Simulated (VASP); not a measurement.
# SiO2 (P4_2/mnm) in VASP: a series of runs

The runs below take SiO2 through single point, with PBEsol.

Program: VASP 6.6.1. These are calculated values, not measurements. Logs are shortened: lines on timing, memory, paths and dates and some standing lists are left out, and cuts for length are marked.

## 1. The cell of the first run

The structure is tetragonal, space group P4_2/mnm (No. 136). The conventional cell has a = 4.166 Å, b = 4.166 Å, c = 2.659 Å, α = 90.00°, β = 90.00°, γ = 90.00°. Si (site symmetry mmm) has 6 O at 1.75 to 1.81 Å within 2.3 Å. O (site symmetry m2m) has 3 Si at 1.75 to 1.81 Å and 1 O at 2.28 Å within 2.3 Å.

## 2. Single point, PBEsol (volume scaled by 0.99)

Input file INCAR:

```
SYSTEM = SiO2
PREC = Accurate
ENCUT = 520
EDIFF = 1E-6
ISMEAR = -1
SIGMA = 0.03
LREAL = .FALSE.
LASPH = .TRUE.
NELM = 100
ALGO = Normal
ISIF = 2
LWAVE = .FALSE.
LCHARG = .FALSE.
GGA = PS
NBANDS = 25
```

Input file KPOINTS:

```
Automatic mesh
0
G
  6 6 9
  0 0 0
```

Input file POSCAR:

```
SiO2
1.0
    4.1661196280      0.0000000000      0.0000000000
    0.0000000000      4.1661196280      0.0000000000
    0.0000000000      0.0000000000      2.6588775253
Si O
2 4
Direct
    0.0000000000      0.0000000000      0.0000000000
    0.5000000000      0.5000000000      0.5000000000
    0.3067000000      0.3067000000      0.0000000000
    0.1933000000      0.8067000000      0.5000000000
    0.6933000000      0.6933000000      0.0000000000
    0.8067000000      0.1933000000      0.5000000000
```

Potentials or basis: VASP PAW PBE potentials, release 64 (Si, O).

Started as:

```bash
$ cat potpaw_PBE.64/Si/POTCAR potpaw_PBE.64/O/POTCAR > POTCAR
$ mpirun -np 1 vasp_std > vasp.out
```

OUTCAR:

```text
SYSTEM = SiO2
   PREC = Accurate
   ENCUT = 520
   EDIFF = 1E-6
   ISMEAR = -1
   LREAL = .FALSE.
   LASPH = .TRUE.
   NELM = 100
   ISIF = 2
   GGA = PS

 ion  position               nearest neighbor table
   1  0.000  0.000  0.000-   4 1.75   6 1.75   4 1.75   6 1.75   5 1.81   3 1.81
   2  0.500  0.500  0.500-   3 1.75   5 1.75   3 1.75   5 1.75   4 1.81   6 1.81
   3  0.307  0.307  0.000-   2 1.75   2 1.75   1 1.81
   4  0.193  0.807  0.500-   1 1.75   1 1.75   2 1.81
   5  0.693  0.693  0.000-   2 1.75   2 1.75   1 1.81
   6  0.807  0.193  0.500-   1 1.75   1 1.75   2 1.81

  LATTYP: Found a simple tetragonal cell.
 ALAT       =     4.1661196280
 C/A-ratio  =     0.6382143968

  Lattice vectors:

 A1 = (   4.1661196280,   0.0000000000,   0.0000000000)
 A2 = (   0.0000000000,   4.1661196280,   0.0000000000)
 A3 = (   0.0000000000,   0.0000000000,   2.6588775253)

Analysis of symmetry for initial positions (statically):
=====================================================================
 Subroutine PRICEL returns:
 Original cell was already a primitive cell.

 Routine SETGRP: Setting up the symmetry group for a
 simple tetragonal supercell.

 Subroutine GETGRP returns: Found 16 space group operations
 (whereof  8 operations were pure point group operations)
 out of a pool of 16 trial point group operations.

The static configuration has the point symmetry D_2h.
 The point group associated with its full space group is D_4h.

Analysis of symmetry for dynamics (positions and initial velocities):
=====================================================================
 Subroutine PRICEL returns:
 Original cell was already a primitive cell.

 Routine SETGRP: Setting up the symmetry group for a
 simple tetragonal supercell.

 Subroutine GETGRP returns: Found 16 space group operations
 (whereof  8 operations were pure point group operations)
 out of a pool of 16 trial point group operations.

The dynamic configuration has the point symmetry D_2h.
 The point group associated with its full space group is D_4h.

 Subroutine INISYM returns: Found 16 space group operations
 (whereof  8 operations are pure point group operations),
 and found     1 'primitive' translations

----------------------------------------------------------------------------------------

                                     Primitive cell

  volume of cell :      46.1489

  direct lattice vectors                    reciprocal lattice vectors
     4.166119628  0.000000000  0.000000000     0.240031514  0.000000000  0.000000000
     0.000000000  4.166119628  0.000000000     0.000000000  0.240031514  0.000000000
     0.000000000  0.000000000  2.658877525     0.000000000  0.000000000  0.376098557

  length of vectors
     4.166119628  4.166119628  2.658877525     0.240031514  0.240031514  0.376098557

  position of ions in fractional coordinates (direct lattice)
     0.000000000  0.000000000  0.000000000
     0.500000000  0.500000000  0.500000000
     0.306700000  0.306700000  0.000000000
     0.193300000  0.806700000  0.500000000
     0.693300000  0.693300000  0.000000000
     0.806700000  0.193300000  0.500000000

  ion indices of the primitive-cell ions
   primitive index   ion index
                 1           1
                 2           2
                 3           3
                 4           4
                 5           5
                 6           6

----------------------------------------------------------------------------------------

 KPOINTS: Automatic mesh

Automatic generation of k-mesh.
 Grid dimensions read from file:
 generate k-points for:    6    6    9

 Generating k-lattice:

  Cartesian coordinates                     Fractional coordinates (reciprocal lattice)
     0.040005252  0.000000000  0.000000000     0.166666667  0.000000000  0.000000000
     0.000000000  0.040005252  0.000000000     0.000000000  0.166666667  0.000000000
     0.000000000  0.000000000  0.041788729     0.000000000  0.000000000  0.111111111

  Length of vectors
     0.040005252  0.040005252  0.041788729

  Shift w.r.t. Gamma in fractional coordinates (k-lattice)
     0.000000000  0.000000000  0.000000000

 Subroutine IBZKPT returns following result:
 ===========================================

 Found     50 irreducible k-points:

 Following reciprocal coordinates:
            Coordinates               Weight
  0.000000  0.000000  0.000000      1.000000
  0.166667  0.000000  0.000000      4.000000
  0.333333  0.000000  0.000000      4.000000
  0.500000  0.000000  0.000000      2.000000
  0.166667  0.166667  0.000000      4.000000
  0.333333  0.166667  0.000000      8.000000
[... 16 lines left out ...]
  0.333333  0.000000  0.222222      8.000000
  0.500000  0.000000  0.222222      4.000000
 [... further k-points ...]
   k-points           NKPTS =     50   k-points in BZ     NKDIM =     50   number of bands    NBANDS=     25
   number of dos      NEDOS =    301   number of ions     NIONS =      6
   total plane-waves  NPLWV =  20480
   dimension x,y,z NGX =    32 NGY =   32 NGZ =   20
   dimension x,y,z NGXF=    64 NGYF=   64 NGZF=   40
   ions per type =               2   4
   NGX,Y,Z   is equivalent  to a cutoff of  12.77, 12.77, 12.50 a.u.
   NGXF,Y,Z  is equivalent  to a cutoff of  25.54, 25.54, 25.01 a.u.
 SYSTEM =  SiO2
   PREC   = accura    normal or accurate (medium, high low for compatibility)
   ISTART =      0    job   : 0-new  1-cont  2-samecut
   ICHARG =      2    charge: 1-file 2-atom 10-const
   ISPIN  =      1    spin polarized calculation?
   LNONCOLLINEAR =      F non collinear calculations
   LSORBIT =      F    spin-orbit coupling
   LASPH  =      T    aspherical Exc in radial PAW
   ENCUT  =  520.0 eV  38.22 Ry    6.18 a.u.   7.75  7.75  4.94*2*pi/ulx,y,z
   NELM   =    100;   NELMIN=  2; NELMDL= -5     # of ELM steps
   EDIFF  = 0.1E-05   stopping-criterion for ELM
   LREAL  =      F    real-space projection
   EDIFFG = 0.1E-04   stopping-criterion for IOM
   NSW    =      0    number of steps for IOM
   IBRION =     -1    ionic relax: 0-MD 1-quasi-New 2-CG
   NFREE  =      0    steps in history (QN), initial steepest desc. (CG)
   ISIF   =      2    stress and relaxation
   ISYM   =      2    0-nonsym 1-usesym 2-fastsym
   POTIM  = 0.5000    time-step for ionic-motion
   TEBEG  =    0.0;   TEEND  =   0.0 temperature during run
   PSTRESS=    0.0 pullay stress
   NELECT =      32.0000    total number of electrons
   NUPDOWN=      -1.0000    fix difference up-down
   EMIN   =  10.00;   EMAX   =-10.00  energy-range for DOS
   EFERMI =   0.00;   METHOD = LEGACY
   ISMEAR =    -1;   SIGMA  =   0.03  broadening in eV -4-tet -1-fermi 0-gaus
   EFERMI_NEDOS =   21; number of points for ismear=-14 and -15
   IALGO  =     38    algorithm
   IMIX   =      4    mixing-type and parameters
     AMIX     =   0.40;   BMIX     =  1.00
     AMIX_MAG =   1.60;   BMIX_MAG =  1.00
  volume/ion in A,a.u.               =       7.69        51.90
  Fermi-wavevector in a.u.,A,eV,Ry     =   1.449008  2.738229 28.567135  2.099625
  Thomas-Fermi vector in A             =   2.566784
   LORBIT       =      0    0 simple, 1 ext, 2 COOP (PROOUT), +10 PAW based schemes
   GGA     = PS    functional components
   LHFCALC =     F    Hartree Fock is set to
   AEXX    =    0.0000 exact exchange contribution
   IVDW    =     0    specifies the selected vdW correction
   LEPSILON=     F    determine dielectric tensor
   LRPA    =     F    only Hartree local field effects (RPA)
 non-spin polarized calculation
  energy-cutoff  :      520.00
  volume of cell :       46.15
 maximum number of plane-waves:      1268
 NGX is ok and might be reduce to    32
   NGX = 15   NGY = 15   NGZ =  9

 number of electron      31.9999977 magnetization

 Free energy of the ion-electron system (eV)
  ---------------------------------------------------
  ext. energy  EPLUGINS =         0.00000000
  ---------------------------------------------------
  free energy    TOTEN  =       -48.95407584 eV

  energy without entropy =      -48.95407584  energy(sigma->0) =      -48.95407584

 E-fermi :   8.8775     XC(G=0): -12.5745

 val. band max:        8.2844543710   @ k =   0.0000   0.0000   0.0000
 cond. band min:      14.0466699172   @ k =   0.0000   0.0000   0.0000
 fundamental gap:      5.7622155462
 Fermi energy:         8.8774891024

 k-point     1 :       0.0000    0.0000    0.0000
  band No.  band energies     occupation
      1     -14.3879      2.00000
      2     -10.6352      2.00000
      3     -10.6352      2.00000
      4     -10.4430      2.00000
      5      -2.6569      2.00000
      6       1.7511      2.00000
[... 17 lines left out ...]
     24      22.5523      0.00000
     25      23.9809      0.00000

 k-point     2 :       0.1667    0.0000    0.0000
  band No.  band energies     occupation
      1     -14.2397      2.00000
      2     -11.3436      2.00000
      3     -10.5598      2.00000
      4     -10.0472      2.00000
      5      -2.4721      2.00000
      6       0.9862      2.00000
[... 17 lines left out ...]
     24      21.9540      0.00000
     25      23.7978      0.00000

 k-point     3 :       0.3333    0.0000    0.0000
  band No.  band energies     occupation
      1     -13.8061      2.00000
      2     -12.2611      2.00000
      3     -10.3578      2.00000
      4      -9.9443      2.00000
      5      -1.9567      2.00000
      6      -0.1501      2.00000
[... 552 lines left out ...]
 k-point    23 :       0.3333    0.0000    0.2222
  band No.  band energies     occupation
      1     -13.1926      2.00000
      2     -11.7981      2.00000
      3     -10.1258      2.00000
      4      -9.8894      2.00000
      5      -1.5189      2.00000
      6       0.2549      2.00000
[... 17 lines left out ...]
     24      20.9547      0.00000
     25      22.1927      0.00000

 k-point    24 :       0.5000    0.0000    0.2222
  band No.  band energies     occupation
      1     -12.5673      2.00000
      2     -12.5673      2.00000
      3      -9.9693      2.00000
      4      -9.9693      2.00000
      5      -0.6532      2.00000
      6      -0.6532      2.00000
[... 17 lines left out ...]
     24      20.8552      0.00000
     25      22.1157      0.00000

 [... further k-points ...]

------------------------ aborting loop because EDIFF is reached ----------------------------------------

  FORCE on cell =-STRESS in cart. coord.  units (eV):
  Direction    XX          YY          ZZ          XY          YZ          ZX
  --------------------------------------------------------------------------------------
  -------------------------------------------------------------------------------------
  Total        2.1119644      2.1119644      2.7931391     -0.0000000      0.0000000      0.0000000
  in kB       73.3221797     73.3221797     96.9708815     -0.0000000      0.0000000      0.0000000
  external PRESSURE =      81.2050803 kB  Pullay stress =       0.0000000 kB

 VOLUME and BASIS-vectors are now :
 -----------------------------------------------------------------------------
  energy-cutoff  :      520.00
  volume of cell :       46.15
      direct lattice vectors                 reciprocal lattice vectors
     4.166119628  0.000000000  0.000000000     0.240031514  0.000000000  0.000000000
     0.000000000  4.166119628  0.000000000     0.000000000  0.240031514  0.000000000
     0.000000000  0.000000000  2.658877525     0.000000000  0.000000000  0.376098557

 POSITION                                       TOTAL-FORCE (eV/Angst)
 -----------------------------------------------------------------------------------
      0.00000      0.00000      0.00000         0.000000      0.000000     -0.000000
      2.08306      2.08306      1.32944         0.000000      0.000000     -0.000000
      1.27775      1.27775      0.00000        -0.218479     -0.218479      0.000000
      0.80531      3.36081      1.32944         0.218479     -0.218479     -0.000000
      2.88837      2.88837      0.00000         0.218479      0.218479     -0.000000
      3.36081      0.80531      1.32944        -0.218479      0.218479     -0.000000
 -----------------------------------------------------------------------------------
    total drift:                                0.000000      0.000000     -0.000000

  FREE ENERGIE OF THE ION-ELECTRON SYSTEM (eV)
  ---------------------------------------------------
  free  energy   TOTEN  =       -48.9540758403 eV

  energy  without entropy=      -48.9540758403  energy(sigma->0) =      -48.95407584
```

It took 14 s on 1 thread of Intel Xeon 6975P-C (Granite Rapids), shared host; peak memory 0.17 GiB.

What came out:

```yaml
Free_energy: -48.9541 eV
Pressure: 8.1 GPa
Largest_force: 0.309 eV/Å
Band_gap_on_the_k_mesh: 5.76 eV, direct
```

Forces in eV/Å, atoms in the order of the input:
```
Si   0.000  0.000  0.000
Si   0.000  0.000  0.000
O   -0.218 -0.218  0.000
O    0.218 -0.218  0.000
O    0.218  0.218  0.000
O   -0.218  0.218  0.000
```

Caveat: the PAW data sets were made with another functional, which shifts forces and pressure a little. A k mesh can miss the band edges.

## 3. Single point, PBEsol (volume scaled by 1.01)

Input file INCAR:

```
SYSTEM = SiO2
  PREC = Accurate
  ENCUT = 520
  EDIFF = 1E-7
  ISMEAR = -1
  SIGMA = 0.03
  LREAL = .FALSE.
  LASPH = .TRUE.
  NELM = 80
  ALGO = Normal
  ISIF = 2
  LWAVE = .FALSE.
  LCHARG = .FALSE.
  GGA = PS
  NBANDS = 25
```

KPOINTS is that of step 2.

Changes to POSCAR since step 2:

```diff
@@ -2,5 +2,5 @@
 1.0
-    4.1661196280      0.0000000000      0.0000000000
-    0.0000000000      4.1661196280      0.0000000000
-    0.0000000000      0.0000000000      2.6588775253
+    4.1939874774      0.0000000000      0.0000000000
+    0.0000000000      4.1939874774      0.0000000000
+    0.0000000000      0.0000000000      2.6766631880
 Si O
```

Potentials or basis: VASP PAW PBE potentials, release 64 (Si, O).

Started as:

```bash
$ cat potpaw_PBE.64/Si/POTCAR potpaw_PBE.64/O/POTCAR > POTCAR
$ mpirun -np 1 vasp_std > vasp.out
```

It took 21 s on 1 thread of Intel Xeon 6975P-C (Granite Rapids), shared host; peak memory 0.17 GiB.

Results (log left out):

```yaml
Free_energy: -48.9834 eV
Pressure: 1.4 GPa
Largest_force: 0.163 eV/Å
Band_gap_on_the_k_mesh: 5.40 eV, direct
```

Forces in eV/Å, atoms in the order of the input:
```
Si   0.000  0.000  0.000
Si   0.000  0.000  0.000
O   -0.115 -0.115  0.000
O    0.115 -0.115  0.000
O    0.115  0.115  0.000
O   -0.115  0.115  0.000
```

Stress tensor (GPa, compression positive):
```
1.11 0.00 0.00
0.00 1.11 0.00
0.00 0.00 1.90
```

Levels at points of the mesh, in eV from the valence-band top:
```tsv
k point	band 13	band 14	band 15	band 16	band 17	band 18	band 19	band 20
(0.00, 0.00, 0.00)	-2.55	-0.87	-0.87	0.00	5.40	6.47	8.28	8.28
(0.50, 0.00, 0.00)	-2.70	-2.70	-1.08	-1.08	7.52	7.52	8.84	8.84
(0.50, 0.50, 0.00)	-2.65	-2.65	-2.27	-2.27	7.19	7.19	9.82	9.82
```

Caveat: the PAW data sets were made with another functional, which shifts forces and pressure a little. A k mesh can miss the band edges.
